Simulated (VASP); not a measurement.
# Si (a cell with a defect) in VASP: a series of runs

The runs below take Si (a cell with a defect) through molecular dynamics, single point, with PBEsol.

Everything below comes from runs of VASP 6.6.1. Logs are shortened: lines on timing, memory, paths and dates and some standing lists are left out, and cuts for length are marked.

## (1) The cell of the first run

The cell holds a defect, 17 atoms: a = 7.679 Å, b = 7.679 Å, c = 7.679 Å, α = 60.00°, β = 60.00°, γ = 60.00°.

## (2) Molecular dynamics, PBEsol

Contents of INCAR:

```
ALGO = Normal
ANDERSEN_PROB = 0.0
EDIFF = 1E-5
ENCUT = 520
GGA = PS
IBRION = 0
ISIF = 2
ISMEAR = -1
ISYM = 0
LASPH = True
LCHARG = False
LREAL = Auto
LWAVE = False
MDALGO = 1
NELM = 60
NELMIN = 4
NSW = 40
POTIM = 2.0
PREC = Accurate
RANDOM_SEED = 546818 0 0
SIGMA = 0.02
TEBEG = 1260.0
TEEND = 1260.0
```

Contents of KPOINTS:

```
k-points
0
Gamma
  2 2 2
```

Contents of POSCAR:

```
Si
1.0
    0.0000000000      5.4300000000      5.4300000000
    5.4300000000      0.0000000000      5.4300000000
    5.4300000000      5.4300000000      0.0000000000
Si
17
Direct
    0.0769048800     -0.0136587500     -0.0616390800
    0.1863197100      0.0849518700      0.0758900100
   -0.0286437100      0.0273233300      0.4623569600
    0.1470253200      0.1156032700      0.5552319600
   -0.0300077500      0.4576112500      0.0330021600
    0.1080573200      0.6270630100      0.0983647400
    0.0166734900      0.4971554000      0.4545652300
    0.0961709300      0.5682145700      0.6533746700
    0.5225214300      0.0325548200     -0.0137364800
    0.6768056600      0.1385374100      0.0806577500
    0.5193403100      0.0137861000      0.4577832500
    0.5571551300      0.1721019100      0.6092565000
    0.5100689000      0.5165335400      0.0037423700
    0.6133321000      0.6087997300      0.1940250200
    0.4495786400      0.5349421800      0.5334342600
    0.6311469700      0.6346143100      0.6292491200
    0.7590976900      0.8028701300      0.7906500500
```

Potentials or basis: VASP PAW PBE potentials, release 64 (Si).

Run with:

```sh
$ cat potpaw_PBE.64/Si/POTCAR > POTCAR
$ mpirun -np 1 vasp_std > vasp.out
```

OUTCAR:

```text
EDIFF = 1E-5
   ENCUT = 520
   GGA = PS
   IBRION = 0
   ISIF = 2
   ISMEAR = -1
   ISYM = 0
   LASPH = True
   LREAL = Auto
   NELM = 60
   NELMIN = 4
   NSW = 40
   POTIM = 2.0
   PREC = Accurate
   TEBEG = 1260.0

 ion  position               nearest neighbor table
   1  0.077  0.986  0.938-   2 2.17   6 2.33   4 2.44  10 2.52
   2  0.186  0.085  0.076-   1 2.17   9 2.18   5 2.43   3 2.50
   3  0.971  0.027  0.462-   4 2.27   2 2.50  17 2.52  12 2.60   8 2.89
   4  0.147  0.116  0.555-   3 2.27  11 2.36   7 2.40   1 2.44
   5  0.970  0.458  0.033-  14 2.29   6 2.37   8 2.38   2 2.43  17 2.63
   6  0.108  0.627  0.098-   7 2.24   1 2.33   5 2.37  13 2.56
   7  0.017  0.497  0.455-   6 2.24   8 2.26   4 2.40  16 2.45
   8  0.096  0.568  0.653-   7 2.26  15 2.31  17 2.36   5 2.38   3 2.89
   9  0.523  0.033  0.986-   2 2.18  10 2.24  17 2.32  12 2.45  14 2.70
  10  0.677  0.139  0.081-   9 2.24  11 2.38  13 2.40   1 2.52
  11  0.519  0.014  0.458-  12 2.24   4 2.36  10 2.38  16 2.40
  12  0.557  0.172  0.609-  11 2.24  15 2.31   9 2.45  17 2.49   3 2.60
  13  0.510  0.517  0.004-  16 2.35  10 2.40  14 2.45   6 2.56  17 2.94
  14  0.613  0.609  0.194-  15 2.16   5 2.29  13 2.45  17 2.58   9 2.70
  15  0.450  0.535  0.533-  14 2.16   8 2.31  12 2.31  16 2.39
  16  0.631  0.635  0.629-  13 2.35  15 2.39  11 2.40   7 2.45  17 2.87
  17  0.759  0.803  0.791-   9 2.32   8 2.36  12 2.49   3 2.52  14 2.58   5 2.63  16 2.87  13 2.94

IMPORTANT INFORMATION: All symmetrisations will be switched off!
NOSYMM: (Re-)initialisation of all symmetry stuff for point group C_1.

----------------------------------------------------------------------------------------

                                     Primitive cell

  volume of cell :     320.2060

  direct lattice vectors                    reciprocal lattice vectors
     0.000000000  5.430000000  5.430000000    -0.092081031  0.092081031  0.092081031
     5.430000000  0.000000000  5.430000000     0.092081031 -0.092081031  0.092081031
     5.430000000  5.430000000  0.000000000     0.092081031  0.092081031 -0.092081031

  length of vectors
     7.679179644  7.679179644  7.679179644     0.159489025  0.159489025  0.159489025

  position of ions in fractional coordinates (direct lattice)
     0.076904880  0.986341250  0.938360920
     0.186319710  0.084951870  0.075890010
     0.971356290  0.027323330  0.462356960
     0.147025320  0.115603270  0.555231960
     0.969992250  0.457611250  0.033002160
     0.108057320  0.627063010  0.098364740
[... 9 lines left out ...]
     0.631146970  0.634614310  0.629249120
     0.759097690  0.802870130  0.790650050

  ion indices of the primitive-cell ions
   primitive index   ion index
                 1           1
                 2           2
                 3           3
                 4           4
                 5           5
                 6           6
[... 9 lines left out ...]
                16          16
                17          17

----------------------------------------------------------------------------------------

 KPOINTS: k-points

Automatic generation of k-mesh.
 Grid dimensions read from file:
 generate k-points for:    2    2    2

 Generating k-lattice:

  Cartesian coordinates                     Fractional coordinates (reciprocal lattice)
    -0.046040516  0.046040516  0.046040516     0.500000000  0.000000000  0.000000000
     0.046040516 -0.046040516  0.046040516     0.000000000  0.500000000  0.000000000
     0.046040516  0.046040516 -0.046040516     0.000000000  0.000000000  0.500000000

  Length of vectors
     0.079744512  0.079744512  0.079744512

  Shift w.r.t. Gamma in fractional coordinates (k-lattice)
     0.000000000  0.000000000  0.000000000

 Subroutine IBZKPT returns following result:
 ===========================================

 Found      8 irreducible k-points:

 Following reciprocal coordinates:
            Coordinates               Weight
  0.000000  0.000000  0.000000      1.000000
  0.500000  0.000000  0.000000      1.000000
[... 41 lines left out ...]
  in kB       32.8148880     19.1100702     22.6597627     28.2000680     16.1119400      1.3910662
  external PRESSURE =      24.8615736 kB  Pullay stress =       0.0000000 kB

 VOLUME and BASIS-vectors are now :
 -----------------------------------------------------------------------------
  energy-cutoff  :      520.00
  volume of cell :      320.21
      direct lattice vectors                 reciprocal lattice vectors
     0.000000000  5.430000000  5.430000000    -0.092081031  0.092081031  0.092081031
     5.430000000  0.000000000  5.430000000     0.092081031 -0.092081031  0.092081031
     5.430000000  5.430000000  0.000000000     0.092081031  0.092081031 -0.092081031
[... 149 lines left out ...]
  energy  without entropy=      -91.3116212109  energy(sigma->0) =      -91.31567460

  ENERGY OF THE ELECTRON-ION-THERMOSTAT SYSTEM (eV)
  ---------------------------------------------------
% ion-electron   TOTEN  =       -91.319728  see above
  kinetic energy EKIN   =         2.629828
  kin. lattice  EKIN_LAT=         0.000000  (temperature 1271.57 K)
  nose potential ES     =         0.000000
  nose kinetic   EPS    =         0.000000
  ---------------------------------------------------
  total energy   ETOTAL =       -88.689900 eV

[... ionic steps 4 to 37 ...]

--------------------------------------- Ionic step       38  -------------------------------------------

 number of electron      68.0000000 magnetization

------------------------ aborting loop because EDIFF is reached ----------------------------------------

  FORCE on cell =-STRESS in cart. coord.  units (eV):
  Direction    XX          YY          ZZ          XY          YZ          ZX
  --------------------------------------------------------------------------------------
  -------------------------------------------------------------------------------------
  Total       -0.4136685      2.5470523      2.1151515      2.0853686      1.0042836     -2.8639678
  in kB       -2.0698245     12.7443872     10.5833356     10.4343145      5.0250163    -14.3301003
  external PRESSURE =       7.0859661 kB  Pullay stress =       0.0000000 kB

 VOLUME and BASIS-vectors are now :
 -----------------------------------------------------------------------------
  energy-cutoff  :      520.00
  volume of cell :      320.21
      direct lattice vectors                 reciprocal lattice vectors
     0.000000000  5.430000000  5.430000000    -0.092081031  0.092081031  0.092081031
     5.430000000  0.000000000  5.430000000     0.092081031 -0.092081031  0.092081031
     5.430000000  5.430000000  0.000000000     0.092081031  0.092081031 -0.092081031
[... 90 lines left out ...]
  ENERGY OF THE ELECTRON-ION-THERMOSTAT SYSTEM (eV)
  ---------------------------------------------------
% ion-electron   TOTEN  =       -90.824923  see above
  kinetic energy EKIN   =         2.138347
  kin. lattice  EKIN_LAT=         0.000000  (temperature 1033.93 K)
  nose potential ES     =         0.000000
  nose kinetic   EPS    =         0.000000
  ---------------------------------------------------
  total energy   ETOTAL =       -88.686576 eV

--------------------------------------- Ionic step       40  -------------------------------------------

 number of electron      68.0000000 magnetization

 Free energy of the ion-electron system (eV)
  ---------------------------------------------------
  ext. energy  EPLUGINS =         0.00000000
  ---------------------------------------------------
  free energy    TOTEN  =       -90.82938733 eV

  energy without entropy =      -90.82325381  energy(sigma->0) =      -90.82632057

 E-fermi :   6.7178     XC(G=0):  -9.8926

 val. band max:        6.6921172165   @ k =   0.0000   0.0000   0.0000
 cond. band min:       6.7510646377   @ k =   0.0000   0.0000   0.5000
 fundamental gap:      0.0589474212
 Fermi energy:         6.7178245340

 k-point     1 :       0.0000    0.0000    0.0000
  band No.  band energies     occupation
      1      -6.0821      2.00000
      2      -3.7176      2.00000
      3      -3.5798      2.00000
      4      -3.4489      2.00000
      5      -3.3511      2.00000
      6      -2.6002      2.00000
[... 401 lines left out ...]
  FREE ENERGIE OF THE ION-ELECTRON SYSTEM (eV)
  ---------------------------------------------------
  free  energy   TOTEN  =       -90.8293873307 eV

  energy  without entropy=      -90.8232538126  energy(sigma->0) =      -90.82632057

  ENERGY OF THE ELECTRON-ION-THERMOSTAT SYSTEM (eV)
  ---------------------------------------------------
% ion-electron   TOTEN  =       -90.829387  see above
  kinetic energy EKIN   =         2.142758
  kin. lattice  EKIN_LAT=         0.000000  (temperature 1036.06 K)
  nose potential ES     =         0.000000
  nose kinetic   EPS    =         0.000000
  ---------------------------------------------------
  total energy   ETOTAL =       -88.686629 eV
```

Run time: 29 min. Hardware: 1 thread of Intel Xeon 6975P-C (Granite Rapids), shared host; peak memory 0.65 GiB.

The path:
| step | potential energy change (eV) | largest force (eV/Å) | pressure (GPa) | volume (Å³) | temperature (K) |
| --- | --- | --- | --- | --- | --- |
| 1 | 0.0000 | 3.1242 | 2.49 | 320.21 | 1262 |
| 2 | -0.0193 | 2.7714 | 2.55 | 320.21 | 1271 |
| 3 | -0.0202 | 2.6934 | 2.63 | 320.21 | 1272 |
| 4 | -0.0012 | 2.9035 | 2.73 | 320.21 | 1263 |
| 5 | 0.0334 | 3.1814 | 2.82 | 320.21 | 1246 |
| 6 | 0.0760 | 3.2990 | 2.91 | 320.21 | 1226 |
| 7 | 0.1185 | 3.2427 | 2.98 | 320.21 | 1205 |
| 8 | 0.1557 | 3.0311 | 3.05 | 320.21 | 1187 |
| 9 | 0.1840 | 2.8466 | 3.10 | 320.21 | 1174 |
| 10 | 0.2025 | 2.9060 | 3.14 | 320.21 | 1165 |
| 11 | 0.2120 | 2.8536 | 3.16 | 320.21 | 1160 |
| 12 | 0.2144 | 2.9009 | 3.16 | 320.21 | 1159 |
| 13 | 0.2114 | 2.9755 | 3.14 | 320.21 | 1160 |
| 14 | 0.2040 | 2.9953 | 3.10 | 320.21 | 1164 |
| 15 | 0.1926 | 2.9360 | 3.05 | 320.21 | 1169 |
| 16 | 0.1804 | 2.7979 | 2.98 | 320.21 | 1175 |
| 17 | 0.1725 | 2.5981 | 2.90 | 320.21 | 1179 |
| 18 | 0.1739 | 2.3995 | 2.82 | 320.21 | 1178 |
| 19 | 0.1874 | 2.6033 | 2.74 | 320.21 | 1172 |
| 20 | 0.2116 | 2.7494 | 2.67 | 320.21 | 1160 |
| 21 | 0.2402 | 2.8410 | 2.60 | 320.21 | 1147 |
| 22 | 0.2641 | 2.8910 | 2.52 | 320.21 | 1135 |
| 23 | 0.2726 | 2.9125 | 2.42 | 320.21 | 1132 |
| 24 | 0.2553 | 2.9131 | 2.30 | 320.21 | 1140 |
| 25 | 0.2069 | 2.8657 | 2.13 | 320.21 | 1163 |
| 26 | 0.1337 | 2.7202 | 1.91 | 320.21 | 1198 |
| 27 | 0.0506 | 2.4765 | 1.66 | 320.21 | 1238 |
| 28 | -0.0256 | 2.2624 | 1.42 | 320.21 | 1274 |
| 29 | -0.0807 | 2.2744 | 1.19 | 320.21 | 1301 |
| 30 | -0.1051 | 2.2628 | 0.99 | 320.21 | 1312 |
| 31 | -0.0927 | 2.2085 | 0.82 | 320.21 | 1306 |
| 32 | -0.0444 | 2.3845 | 0.72 | 320.21 | 1283 |
| 33 | 0.0322 | 2.5105 | 0.67 | 320.21 | 1246 |
| 34 | 0.1257 | 2.6568 | 0.67 | 320.21 | 1202 |
| 35 | 0.2241 | 2.7755 | 0.68 | 320.21 | 1154 |
| 36 | 0.3167 | 3.1195 | 0.70 | 320.21 | 1110 |
| 37 | 0.3940 | 3.3900 | 0.71 | 320.21 | 1073 |
| 38 | 0.4484 | 3.5601 | 0.71 | 320.21 | 1047 |
| 39 | 0.4746 | 3.6183 | 0.69 | 320.21 | 1034 |
| 40 | 0.4702 | 3.5638 | 0.64 | 320.21 | 1036 |

Caveat: the k points lie up to 0.50 Å⁻¹ apart; the PAW data sets were made with another functional, which shifts forces and pressure a little.

## (3) Single point, PBEsol

Contents of INCAR:

```
SYSTEM = Si
PREC = Accurate
ENCUT = 520
EDIFF = 1E-6
ISMEAR = -1
SIGMA = 0.02
LREAL = Auto
LASPH = .True.
NELM = 80
ALGO = Normal
ISIF = 2
LWAVE = .False.
LCHARG = .True.
GGA = PS
LELF = .True.
LVHAR = .True.
NBANDS = 48
```

Contents of KPOINTS:

```
Automatic mesh
0
Gamma
  2 2 2
  0 0 0
```

Contents of POSCAR:

```
Si
1.0
    0.0000000000      5.4300000000      5.4300000000
    5.4300000000      0.0000000000      5.4300000000
    5.4300000000      5.4300000000      0.0000000000
Si
17
Direct
   -0.0228545120     -0.0385819521      0.1174769797
    0.1860128913      0.0970073665      0.1373388582
    0.0036372007      0.0376151013      0.5224769797
    0.0741068140      0.1225046041      0.7112338858
    0.0340423573      0.4694014733     -0.0292357274
    0.1148895028      0.5847974217      0.1366942910
   -0.0064917127      0.4815009208      0.4927716390
    0.1581491713      0.6240791897      0.5940791897
    0.5473848987      0.0022836096     -0.0116574586
    0.6217127072      0.1500000000      0.1388581952
    0.4415193370      0.0226427256      0.5143922652
    0.5929558011      0.1441160221      0.6193646409
    0.4830570902      0.5104604052     -0.0252854512
    0.6669337017      0.6370441989      0.0400828729
    0.5107642726      0.5318508287      0.4175046041
    0.5922467772      0.6274585635      0.6134990792
    0.8134898711      0.8148342541      0.5666022099
```

Potentials or basis: VASP PAW PBE potentials, release 64 (Si).

Run with:

```sh
$ cat potpaw_PBE.64/Si/POTCAR > POTCAR
$ mpirun -np 1 vasp_std > vasp.out
```

Wall time 1.7 min (1 thread of Intel Xeon 6975P-C (Granite Rapids), shared host); peak memory 0.46 GiB.

It converged, with:

```yaml
Free_energy: -92.5728 eV
Pressure: 1.0 GPa
Largest_force: 2.263 eV/Å
Band_gap_on_the_k_mesh: 0.12 eV
```

Forces in eV/Å, atoms in the order of the input:
```
Si  -0.619  0.246 -0.096
Si   1.153 -0.605 -1.032
Si  -1.757 -1.219 -0.740
Si   0.878  0.968  0.338
Si  -0.501 -0.010  0.037
Si   0.329 -0.686  1.451
Si   0.760  0.989 -0.814
Si   0.858 -0.440 -0.765
Si  -0.432 -0.144  0.299
Si  -0.187  0.069 -0.770
Si  -0.464 -0.041 -0.119
Si   0.766  0.157  1.170
Si   0.671  0.611  0.097
Si   0.005 -0.494 -0.198
Si  -0.624  1.165 -0.015
Si  -0.524 -0.472  0.979
Si  -0.312 -0.093  0.178
```

Stress tensor (GPa, compression positive):
```
 1.47  0.16 -0.68
 0.16  1.31  0.46
-0.68  0.46  0.30
```

Levels at points of the mesh, in eV from the valence-band top:
| k point | band 32 | band 33 | band 34 | band 35 | band 36 | band 37 |
| --- | --- | --- | --- | --- | --- | --- |
| (0.00, 0.00, 0.00) | -0.53 | -0.19 | -0.01 | 0.12 | 0.39 | 0.56 |
| (0.50, 0.00, 0.00) | -0.79 | -0.42 | -0.02 | 0.48 | 0.92 | 1.06 |
| (0.00, 0.50, 0.00) | -0.97 | -0.35 | -0.08 | 0.39 | 0.84 | 0.99 |
| (0.00, 0.00, 0.50) | -0.75 | -0.59 | -0.27 | 0.40 | 0.61 | 1.22 |
| (0.50, 0.50, 0.50) | -0.83 | -0.39 | -0.03 | 0.69 | 0.90 | 1.10 |
| (0.50, 0.50, 0.00) | -1.17 | -0.09 | -0.01 | 0.62 | 1.59 | 1.73 |
| (0.00, 0.50, 0.50) | -1.17 | -0.36 | 0.00 | 0.47 | 1.50 | 1.62 |
| (0.50, 0.00, 0.50) | -1.11 | -0.22 | -0.05 | 0.58 | 1.52 | 1.74 |

Caveat: the k points lie up to 0.50 Å⁻¹ apart; the PAW data sets were made with another functional, which shifts forces and pressure a little.

## (4) Single point, PBEsol

Contents of INCAR:

```
PREC = Accurate ; ENCUT = 520
EDIFF = 1E-6 ; ISMEAR = -1
SIGMA = 0.02 ; LREAL = Auto
LASPH = True ; NELM = 100
ALGO = Normal ; ISIF = 2
LWAVE = False ; LCHARG = False
GGA = PS ; NBANDS = 48
```

Contents of KPOINTS:

```
regular mesh
0
Gamma
  2 2 2
```

Contents of POSCAR:

```
Si
1.0
    0.0000000000      5.4300000000      5.4300000000
    5.4300000000      0.0000000000      5.4300000000
    5.4300000000      5.4300000000      0.0000000000
Si
17
Direct
   -0.0364364641     -0.0344290976      0.1352209945
    0.1782780847      0.0984990792      0.1389594843
   -0.0041712707     -0.0013720074      0.5503959484
    0.0674585635      0.1029834254      0.7501841621
    0.0394843462      0.4655248619     -0.0311602210
    0.1121546961      0.6023756906      0.1266482505
   -0.0007182320      0.4702209945      0.5059300184
    0.1602670350      0.6255524862      0.5883885820
    0.5303406998      0.0068968692     -0.0171178637
    0.6171178637      0.1294935543      0.1489226519
    0.4239134438      0.0305248619      0.5293278085
    0.6276703499      0.1610036832      0.6181307551
    0.4935911602      0.5138305709     -0.0397605893
    0.6888213628      0.6370718232      0.0190239411
    0.5408287293      0.5269797422      0.3937937385
    0.6027808471      0.6384346225      0.5928729282
    0.7701657459      0.8454327808      0.5464456722
```

Run with:

```sh
$ cat potpaw_PBE.64/Si/POTCAR > POTCAR
$ mpirun -np 1 vasp_std > vasp.out
```

Run time: 2 min. Hardware: 1 thread of Intel Xeon 6975P-C (Granite Rapids), shared host; peak memory 0.46 GiB.

Results (log left out):

| Item | Value |
| --- | --- |
| Free energy | -92.2799 eV |
| Pressure | 0.4 GPa |
| Largest force | 2.284 eV/Å |
| Band gap on the k mesh | zero (bands 34 and 35 overlap by 0.02 eV) |

Forces in eV/Å, atoms in the order of the input:
```
Si  -0.811  0.525 -0.371
Si   1.721 -0.304 -1.471
Si  -0.915  0.234  1.331
Si  -0.384 -0.783  0.534
Si  -0.563  0.344  0.903
Si   0.338  0.533  0.713
Si   0.296  0.429  0.095
Si  -0.187 -0.215 -0.623
Si  -0.541  1.164  0.419
Si   0.773 -1.407 -0.260
Si  -0.125 -0.496  0.351
Si   0.309 -1.102  0.278
Si   0.420  0.892 -0.652
Si   0.485 -1.565 -0.696
Si   0.772  0.534 -0.731
Si  -0.841 -0.257 -0.514
Si  -0.745  1.475  0.695
```

Stress tensor (GPa, compression positive):
```
-0.57 -0.92 -0.59
-0.92  0.83  1.44
-0.59  1.44  0.80
```

Levels at points of the mesh, in eV from the Fermi level:
```csv
k point,band 30,band 31,band 32,band 33,band 34,band 35,band 36,band 37,band 38,band 39
"(0.00, 0.00, 0.00)",-1.00,-0.64,-0.54,-0.37,-0.26,-0.02,0.13,0.53,0.57,0.90
"(0.50, 0.00, 0.00)",-1.20,-1.08,-0.94,-0.36,-0.10,0.40,0.90,1.05,1.20,1.30
"(0.00, 0.50, 0.00)",-1.35,-1.15,-0.96,-0.35,-0.12,0.52,0.74,0.80,1.02,1.21
"(0.00, 0.00, 0.50)",-1.09,-0.99,-0.79,-0.75,-0.31,0.26,0.31,1.16,1.28,1.43
"(0.50, 0.50, 0.50)",-1.45,-1.27,-0.88,-0.42,-0.05,0.39,0.70,0.97,1.02,1.21
"(0.50, 0.50, 0.00)",-1.63,-1.39,-1.13,-0.33,0.00,0.33,1.24,1.68,1.74,1.90
"(0.00, 0.50, 0.50)",-1.48,-1.43,-1.17,-0.47,-0.03,0.39,1.26,1.47,1.69,1.84
"(0.50, 0.00, 0.50)",-1.68,-1.27,-1.16,-0.30,-0.07,0.44,1.32,1.53,1.76,1.82
```

Caveat: the k points lie up to 0.50 Å⁻¹ apart; the PAW data sets were made with another functional, which shifts forces and pressure a little.

## (5) Overview

| task | cell | gap on the mesh (eV) | pressure (GPa) | largest force (eV/Å) |
| --- | --- | --- | --- | --- |
| molecular dynamics | as given, atomic positions A | - | - | - |
| single point | as given, atomic positions B | 0.12 | 1.0 | 2.26 |
| single point | as given, atomic positions C | none | 0.4 | 2.28 |

Alike in all rows: level PBEsol; potentials or basis VASP PAW PBE potentials, release 64 (Si); no spin polarisation; k mesh 2 × 2 × 2; cutoff (eV) 520; smearing fermi-dirac 0.02 eV.

Caveats: all runs use coarse meshes; the PAW data sets were made with another functional, which shifts forces and pressure a little.

Total energies depend on the potentials used, so only differences within one code and one set of settings carry meaning.
